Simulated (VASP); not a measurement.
A run of VASP 6.6.1 is set up as follows.

The input INCAR:

```
SYSTEM = Ti3Al
PREC = Accurate
ENCUT = 520
EDIFF = 1E-6
ISMEAR = 0
SIGMA = 0.15
LREAL = .False.
LASPH = .True.
NELM = 150
ALGO = Fast
ISIF = 2
LWAVE = .False.
LCHARG = .False.
ISPIN = 2
MAGMOM = 0.6 0.6 0.6 0
LORBIT = 11
NUPDOWN = 1.8
LMAXMIX = 4
GGA = PS
NBANDS = 32
```

The input KPOINTS:

```
regular mesh
0
Gamma
  12 12 12
  0 0 0
```

Contents of POSCAR:

```
Ti3Al
1.0
    0.0000000000      2.9776862962      2.9776862962
    2.9776862962      0.0000000000      2.9776862962
    2.9776862962      2.9776862962      0.0000000000
Ti Al
3 1
Direct
    0.7500000000      0.7500000000      0.7500000000
    0.2500000000      0.2500000000      0.2500000000
    0.0000000000      0.0000000000      0.0000000000
    0.5000000000      0.5000000000      0.5000000000
```

Potentials or basis: VASP PAW PBE potentials, release 64 (Ti_sv, Al).

The run is started by

```bash
$ cat potpaw_PBE.64/Ti_sv/POTCAR potpaw_PBE.64/Al/POTCAR > POTCAR
$ mpirun -np 1 vasp_std > vasp.out
```

(1) Estimate the pressure.

Results:

(1) 36.0 GPa.

Caveat: the PAW data sets were made with another functional, which shifts forces and pressure a little; the total moment is fixed, so each spin has its own Fermi level.
